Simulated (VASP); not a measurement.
Write the native input for VASP 6.6.1 that does the following.

```yaml
Task: single point
Functional: PBE
Potentials_or_basis: VASP PAW PBE potentials, release 64 (Si, Te, S)
Cutoff: 520 eV
k_mesh: 4 × 4 × 4
Occupations: gaussian, width 0.1 eV
Spin: no spin polarisation
Dipole_correction: no
Further_INCAR_settings: ALGO = Normal; EDIFF = 1e-06; NBANDS = 15
```

The structure of SiTeS lies in POSCAR:

```
SiTeS
1.0
    4.1038265000      0.0000000000      0.0000000000
    0.0000000000      4.1038265000      0.0000000000
    0.0000000000      0.0000000000      4.8009364800
Si Te S
1 1 1
Direct
    0.0000000000      0.0000000000      0.0000000000
    0.0000000000      0.0000000000      0.5000000000
    0.5000000000      0.5000000000      0.0000000000
```

The cell was generated, and may not be a known phase.

These files were run (other wordings do the same):

INCAR

```
PREC = Accurate ; ENCUT = 520
EDIFF = 1E-6 ; ISMEAR = 0
SIGMA = 0.1 ; LREAL = False
LASPH = True ; NELM = 100
ALGO = Normal ; ISIF = 2
LWAVE = False ; LCHARG = False
GGA = PE ; NBANDS = 15
```

KPOINTS

```
regular mesh
0
Gamma
  4 4 4
```

Potentials or basis: VASP PAW PBE potentials, release 64 (Si, Te, S).

Run with:

```console
$ cat potpaw_PBE.64/Si/POTCAR potpaw_PBE.64/Te/POTCAR potpaw_PBE.64/S/POTCAR > POTCAR
$ mpirun -np 1 vasp_std > vasp.out
```

It gave:

The pressure is 0.2 GPa and the band gap on the k mesh is zero (bands 8 and 9 overlap by 1.32 eV).

Caveat: the k points lie up to 0.38 Å⁻¹ apart, too coarse for converged energies and pressures of a metal; spin-orbit coupling is left out, which moves the levels of the heavy elements.

Wall time 7.6 s on 1 thread of Intel(R) Xeon(R) 6975P-C (Granite Rapids), on a shared host, peak memory 0.19 GiB.
